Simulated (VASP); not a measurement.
# Al2Cu (I4/mmm) in VASP: further runs

Runs on Al2Cu. Level: PBEsol. Tasks: single point.

Everything below comes from runs of VASP 6.6.1. Logs are shortened: lines on timing, memory, paths and dates and some standing lists are left out, and cuts for length are marked.

### Step 1. The cell of the first run

It takes space group I4/mmm (No. 139, tetragonal). The conventional cell has a = 3.979 Å, b = 3.979 Å, c = 6.070 Å, α = 90.00°, β = 90.00°, γ = 90.00°. Within 3.3 Å of Al (site symmetry -4m2) lie 4 Cu at 2.50 Å and 6 Al at 2.81 to 3.03 Å. Within 3.3 Å of Cu (site symmetry 4/mmm) lie 8 Al at 2.50 Å.

### Step 2. Single point, PBEsol (uniaxial strain along c: +6.0 %, then relaxed in part)

File INCAR:

```
SYSTEM = Al2Cu
PREC     = Accurate       ! precision mode
ENCUT    = 520            ! plane-wave cutoff, eV
EDIFF    = 1E-6           ! SCF threshold, eV
ISMEAR   = 0              ! smearing method
SIGMA    = 0.1            ! smearing width, eV
LREAL    = .False.        ! projectors in reciprocal space
LASPH    = .True.         ! aspherical terms in the spheres
NELM     = 60             ! most SCF steps
ALGO     = Fast           ! electronic algorithm
ISIF     = 2              ! what is computed and relaxed
LWAVE    = .False.        ! write WAVECAR
LCHARG   = .False.        ! write CHGCAR
GGA      = PS             ! functional
NBANDS   = 26             ! bands
```

File KPOINTS:

```
Automatic mesh
0
Gamma
  10 10 6
  0 0 0
```

File POSCAR:

```
Al2Cu
1.0
    2.8138816114      2.8138816114      0.0000000000
   -2.8138816114      2.8138816114      0.0000000000
    0.0000000000      0.0000000000      6.0699390934
Al Cu
4 2
Direct
    0.5000000000      0.0000000000      0.2500000000
    0.0000000000      0.5000000000      0.2500000000
    0.0000000000      0.5000000000      0.7500000000
    0.5000000000      0.0000000000      0.7500000000
    0.0000000000      0.0000000000      0.5000000000
    0.5000000000      0.5000000000      0.0000000000
```

Potentials or basis: VASP PAW PBE potentials, release 64 (Al, Cu).

Started as:

```console
cat potpaw_PBE.64/Al/POTCAR potpaw_PBE.64/Cu/POTCAR > POTCAR
mpirun -np 1 vasp_std > vasp.out
```

OUTCAR:

```text
SYSTEM = Al2Cu
   PREC = Accurate
   ENCUT = 520
   EDIFF = 1E-6
   ISMEAR = 0
   LREAL = .False.
   LASPH = .True.
   NELM = 60
   ISIF = 2
   GGA = PS

 ion  position               nearest neighbor table
   1  0.500  0.000  0.250-   5 2.50   6 2.50   6 2.50   5 2.50   2 2.81   2 2.81   2 2.81   2 2.81
                             4 3.03   4 3.03
   2  0.000  0.500  0.250-   5 2.50   6 2.50   5 2.50   6 2.50   1 2.81   1 2.81   1 2.81   1 2.81
                             3 3.03   3 3.03
   3  0.000  0.500  0.750-   5 2.50   6 2.50   5 2.50   6 2.50   4 2.81   4 2.81   4 2.81   4 2.81
                             2 3.03   2 3.03
   4  0.500  0.000  0.750-   5 2.50   6 2.50   6 2.50   5 2.50   3 2.81   3 2.81   3 2.81   3 2.81
                             1 3.03   1 3.03
   5  0.000  0.000  0.500-   1 2.50   2 2.50   3 2.50   4 2.50   2 2.50   3 2.50   1 2.50   4 2.50

   6  0.500  0.500  0.000-   1 2.50   2 2.50   3 2.50   4 2.50   1 2.50   4 2.50   2 2.50   3 2.50

  LATTYP: Found a simple tetragonal cell.
 ALAT       =     3.9794295378
 C/A-ratio  =     1.5253289538

  Lattice vectors:

 A1 = (   2.8138816114,   2.8138816114,   0.0000000000)
 A2 = (  -2.8138816114,   2.8138816114,   0.0000000000)
 A3 = (   0.0000000000,   0.0000000000,   6.0699390934)

Analysis of symmetry for initial positions (statically):
=====================================================================
 Subroutine PRICEL returns following result:

  LATTYP: Found a body centered tetragonal cell.
 ALAT       =     3.9794295378
 C/A-ratio  =     1.5253289538

  Lattice vectors:

 A1 = (   2.8138816114,   0.0000000000,  -3.0349695467)
 A2 = (  -2.8138816114,   0.0000000000,  -3.0349695467)
 A3 = (   0.0000000000,   2.8138816114,   3.0349695467)

   2 primitive cells build up your supercell.

 Routine SETGRP: Setting up the symmetry group for a
 simple tetragonal supercell.

 Subroutine GETGRP returns: Found 16 space group operations
 (whereof 16 operations were pure point group operations)
 out of a pool of 16 trial point group operations.

The static configuration has the point symmetry D_4h.

Analysis of symmetry for dynamics (positions and initial velocities):
=====================================================================
 Subroutine PRICEL returns following result:

  LATTYP: Found a body centered tetragonal cell.
 ALAT       =     3.9794295378
 C/A-ratio  =     1.5253289538

  Lattice vectors:

 A1 = (   2.8138816114,   0.0000000000,  -3.0349695467)
 A2 = (  -2.8138816114,   0.0000000000,  -3.0349695467)
 A3 = (   0.0000000000,   2.8138816114,   3.0349695467)

   2 primitive cells build up your supercell.

 Routine SETGRP: Setting up the symmetry group for a
 simple tetragonal supercell.

 Subroutine GETGRP returns: Found 16 space group operations
 (whereof 16 operations were pure point group operations)
 out of a pool of 16 trial point group operations.

The dynamic configuration has the point symmetry D_4h.

 Subroutine INISYM returns: Found 16 space group operations
 (whereof 16 operations are pure point group operations),
 and found     2 'primitive' translations

----------------------------------------------------------------------------------------

                                     Primitive cell

  volume of cell :      48.0614

  direct lattice vectors                    reciprocal lattice vectors
     2.813881611  0.000000000 -3.034969547     0.177690489  0.177690489 -0.164746299
    -2.813881611  0.000000000 -3.034969547    -0.177690489  0.177690489 -0.164746299
     0.000000000  2.813881611  3.034969547     0.000000000  0.355380978  0.000000000

  length of vectors
     4.138715969  4.138715969  4.138715969     0.300481552  0.300481552  0.355380978

  position of ions in fractional coordinates (direct lattice)
     0.250000000  0.750000000  0.500000000
     0.750000000  0.250000000  0.500000000
     0.500000000  0.500000000  0.000000000

  ion indices of the primitive-cell ions
   primitive index   ion index
                 1           1
                 2           4
                 3           5

----------------------------------------------------------------------------------------

 KPOINTS: Automatic mesh

Automatic generation of k-mesh.
 Grid dimensions read from file:
 generate k-points for:   10   10    6

 Generating k-lattice:

  Cartesian coordinates                     Fractional coordinates (reciprocal lattice)
     0.017769049  0.017769049  0.000000000     0.100000000  0.000000000  0.000000000
    -0.017769049  0.017769049  0.000000000     0.000000000  0.100000000  0.000000000
     0.000000000  0.000000000  0.027457716     0.000000000  0.000000000  0.166666667

  Length of vectors
     0.025129230  0.025129230  0.027457716

  Shift w.r.t. Gamma in fractional coordinates (k-lattice)
     0.000000000  0.000000000  0.000000000

 Subroutine IBZKPT returns following result:
 ===========================================

 Found     84 irreducible k-points:

 Following reciprocal coordinates:
            Coordinates               Weight
  0.000000  0.000000  0.000000      1.000000
  0.100000  0.000000  0.000000      4.000000
  0.200000  0.000000  0.000000      4.000000
  0.300000  0.000000  0.000000      4.000000
  0.400000  0.000000  0.000000      4.000000
  0.500000  0.000000  0.000000      2.000000
[... 16 lines left out ...]
  0.100000  0.000000  0.166667      8.000000
  0.200000  0.000000  0.166667      8.000000
 [... further k-points ...]
   k-points           NKPTS =     84   k-points in BZ     NKDIM =     84   number of bands    NBANDS=     26
   number of dos      NEDOS =    301   number of ions     NIONS =      6
   total plane-waves  NPLWV =  43200
   dimension x,y,z NGX =    30 NGY =   30 NGZ =   48
   dimension x,y,z NGXF=    60 NGYF=   60 NGZF=   96
   ions per type =               4   2
   NGX,Y,Z   is equivalent  to a cutoff of  12.53, 12.53, 13.15 a.u.
   NGXF,Y,Z  is equivalent  to a cutoff of  25.07, 25.07, 26.29 a.u.
 SYSTEM =  Al2Cu
   PREC   = accura    normal or accurate (medium, high low for compatibility)
   ISTART =      0    job   : 0-new  1-cont  2-samecut
   ICHARG =      2    charge: 1-file 2-atom 10-const
   ISPIN  =      1    spin polarized calculation?
   LNONCOLLINEAR =      F non collinear calculations
   LSORBIT =      F    spin-orbit coupling
   LASPH  =      T    aspherical Exc in radial PAW
   ENCUT  =  520.0 eV  38.22 Ry    6.18 a.u.   7.40  7.40 11.29*2*pi/ulx,y,z
   NELM   =     60;   NELMIN=  2; NELMDL= -5     # of ELM steps
   EDIFF  = 0.1E-05   stopping-criterion for ELM
   LREAL  =      F    real-space projection
   EDIFFG = 0.1E-04   stopping-criterion for IOM
   NSW    =      0    number of steps for IOM
   IBRION =     -1    ionic relax: 0-MD 1-quasi-New 2-CG
   NFREE  =      0    steps in history (QN), initial steepest desc. (CG)
   ISIF   =      2    stress and relaxation
   ISYM   =      2    0-nonsym 1-usesym 2-fastsym
   POTIM  = 0.5000    time-step for ionic-motion
   TEBEG  =    0.0;   TEEND  =   0.0 temperature during run
   PSTRESS=    0.0 pullay stress
   NELECT =      34.0000    total number of electrons
   NUPDOWN=      -1.0000    fix difference up-down
   EMIN   =  10.00;   EMAX   =-10.00  energy-range for DOS
   EFERMI =   0.00;   METHOD = LEGACY
   ISMEAR =     0;   SIGMA  =   0.10  broadening in eV -4-tet -1-fermi 0-gaus
   EFERMI_NEDOS =   21; number of points for ismear=-14 and -15
   IALGO  =     68    algorithm
   IMIX   =      4    mixing-type and parameters
     AMIX     =   0.40;   BMIX     =  1.00
     AMIX_MAG =   1.60;   BMIX_MAG =  1.00
  volume/ion in A,a.u.               =      16.02       108.11
  Fermi-wavevector in a.u.,A,eV,Ry     =   1.157779  2.187886 18.237972  1.340453
  Thomas-Fermi vector in A             =   2.294388
   LORBIT       =      0    0 simple, 1 ext, 2 COOP (PROOUT), +10 PAW based schemes
   GGA     = PS    functional components
   LHFCALC =     F    Hartree Fock is set to
   AEXX    =    0.0000 exact exchange contribution
   IVDW    =     0    specifies the selected vdW correction
   LEPSILON=     F    determine dielectric tensor
   LRPA    =     F    only Hartree local field effects (RPA)
 non-spin polarized calculation
 RMM-DIIS sequential band-by-band and
 Gauss-broadening in eV      SIGMA  =   0.10
  energy-cutoff  :      520.00
  volume of cell :       96.12
 maximum number of plane-waves:      2631
 NGX is ok and might be reduce to    30
   NGX = 15   NGY = 15   NGZ = 23

 number of electron      34.0000030 magnetization

 Free energy of the ion-electron system (eV)
  ---------------------------------------------------
  ext. energy  EPLUGINS =         0.00000000
  ---------------------------------------------------
  free energy    TOTEN  =       -25.90692489 eV

  energy without entropy =      -25.89420254  energy(sigma->0) =      -25.90056372

 E-fermi :   6.8816     XC(G=0): -10.5371

 val. band max:        6.8564311185   @ k =   0.2000   0.0000   0.5000
 cond. band min:       6.8846021987   @ k =   0.2000   0.2000   0.5000
 fundamental gap:      0.0281710801
 Fermi energy:         6.8816033502

 k-point     1 :       0.0000    0.0000    0.0000
  band No.  band energies     occupation
      1      -3.3006      2.00000
      2       0.1608      2.00000
      3       0.9740      2.00000
      4       1.9555      2.00000
      5       2.3254      2.00000
      6       2.3254      2.00000
[... 18 lines left out ...]
     25      12.3117      0.00000
     26      13.5574      0.00000

 k-point     2 :       0.1000    0.0000    0.0000
  band No.  band energies     occupation
      1      -3.2072      2.00000
      2       0.2283      2.00000
      3       1.0530      2.00000
      4       1.9202      2.00000
      5       2.2893      2.00000
      6       2.3403      2.00000
[... 18 lines left out ...]
     25      12.5320      0.00000
[... 608 lines left out ...]
     25      12.6305      0.00000
     26      13.3407      0.00000

 k-point    24 :       0.2000    0.0000    0.1667
  band No.  band energies     occupation
      1      -2.8184      2.00000
      2      -0.3106      2.00000
      3       1.7058      2.00000
      4       1.9608      2.00000
      5       2.1611      2.00000
      6       2.3960      2.00000
[... 18 lines left out ...]
     25      12.5181      0.00000
     26      13.0244      0.00000

 [... further k-points ...]

------------------------ aborting loop because EDIFF is reached ----------------------------------------

  FORCE on cell =-STRESS in cart. coord.  units (eV):
  Direction    XX          YY          ZZ          XY          YZ          ZX
  --------------------------------------------------------------------------------------
  -------------------------------------------------------------------------------------
  Total        0.1519104      0.1519104     -3.4985935      0.0000000      0.0000000     -0.0000000
  in kB        2.5320491      2.5320491    -58.3147064      0.0000000      0.0000000     -0.0000000
  external PRESSURE =     -17.7502027 kB  Pullay stress =       0.0000000 kB

 VOLUME and BASIS-vectors are now :
 -----------------------------------------------------------------------------
  energy-cutoff  :      520.00
  volume of cell :       96.12
      direct lattice vectors                 reciprocal lattice vectors
     2.813881611  2.813881611  0.000000000     0.177690489  0.177690489  0.000000000
    -2.813881611  2.813881611  0.000000000    -0.177690489  0.177690489  0.000000000
     0.000000000  0.000000000  6.069939093     0.000000000  0.000000000  0.164746299

 POSITION                                       TOTAL-FORCE (eV/Angst)
 -----------------------------------------------------------------------------------
      1.40694      1.40694      1.51748        -0.000000      0.000000     -0.000000
     -1.40694      1.40694      1.51748        -0.000000      0.000000      0.000000
     -1.40694      1.40694      4.55245        -0.000000      0.000000     -0.000000
      1.40694      1.40694      4.55245        -0.000000     -0.000000     -0.000000
      0.00000      0.00000      3.03497        -0.000000      0.000000     -0.000000
      0.00000      2.81388      0.00000         0.000000     -0.000000     -0.000000
 -----------------------------------------------------------------------------------
    total drift:                               -0.000000      0.000000     -0.000000

  FREE ENERGIE OF THE ION-ELECTRON SYSTEM (eV)
  ---------------------------------------------------
  free  energy   TOTEN  =       -25.9069248942 eV

  energy  without entropy=      -25.8942025368  energy(sigma->0) =      -25.90056372
```

Run time: 2.1 min. Hardware: 1 thread of Intel Xeon 6975P-C (Granite Rapids), shared host; peak memory 0.31 GiB.

What came out:

```yaml
Free_energy: -25.9069 eV
Pressure: -1.8 GPa
Band_gap_on_the_k_mesh: zero (bands 17 and 18 overlap by 4.32 eV)
```

Caveat: the cell differs from its parent crystal (uniaxial strain along c: +6.0 %, then relaxed in part); the PAW data sets were made with another functional, which shifts forces and pressure a little.

### Step 3. Single point, PBEsol (uniaxial strain along c: +6.0 %)

INCAR is that of step 2.

File KPOINTS:

```
regular mesh
0
Gamma
  10 10 6
  0 0 0
```

Edit POSCAR of step 2 so:

```diff
@@ -2,4 +2,4 @@
 1.0
-    2.8138816114      2.8138816114      0.0000000000
-   -2.8138816114      2.8138816114      0.0000000000
+    2.8202311354      2.8202311354      0.0000000000
+   -2.8202311354      2.8202311354      0.0000000000
     0.0000000000      0.0000000000      6.0699390934
```

Potentials or basis: VASP PAW PBE potentials, release 64 (Al, Cu).

Started as:

```console
cat potpaw_PBE.64/Al/POTCAR potpaw_PBE.64/Cu/POTCAR > POTCAR
mpirun -np 1 vasp_std > vasp.out
```

Wall time 2 min (1 thread of Intel Xeon 6975P-C (Granite Rapids), shared host); peak memory 0.3 GiB.

It converged, with:

- Free energy: -25.9071 eV
- Pressure: -2.3 GPa
- Band gap on the k mesh: zero (bands 17 and 18 overlap by 4.30 eV)

Stress tensor (GPa, compression positive):
```
-0.35  0.00  0.00
 0.00 -0.35  0.00
 0.00  0.00 -6.30
```

Levels at points of the mesh, in eV from the Fermi level:
| k point | band 13 | band 14 | band 15 | band 16 | band 17 | band 18 | band 19 | band 20 | band 21 | band 22 |
| --- | --- | --- | --- | --- | --- | --- | --- | --- | --- | --- |
| (0.00, 0.00, 0.00) | -3.79 | -1.65 | -1.65 | 0.85 | 1.77 | 2.48 | 2.61 | 2.61 | 3.08 | 3.08 |
| (0.50, 0.00, 0.00) | -2.95 | -2.95 | -2.94 | -2.94 | 0.71 | 0.71 | 2.90 | 2.90 | 4.18 | 4.18 |
| (0.50, 0.50, 0.00) | -3.60 | -3.60 | -2.37 | -2.37 | -1.85 | -1.85 | 0.00 | 0.00 | 1.36 | 1.36 |
| (0.00, 0.00, 0.50) | -1.17 | -1.17 | -0.34 | -0.34 | -0.34 | -0.34 | 1.49 | 1.49 | 2.54 | 2.54 |
| (0.50, 0.00, 0.50) | -3.85 | -3.85 | 0.24 | 0.24 | 0.93 | 0.93 | 2.37 | 2.37 | 3.07 | 3.07 |
| (0.50, 0.50, 0.50) | -3.53 | -3.53 | -3.53 | -3.53 | -2.53 | -2.53 | 3.56 | 3.56 | 3.56 | 3.56 |

Caveat: the cell differs from its parent crystal (uniaxial strain along c: +6.0 %); the PAW data sets were made with another functional, which shifts forces and pressure a little.
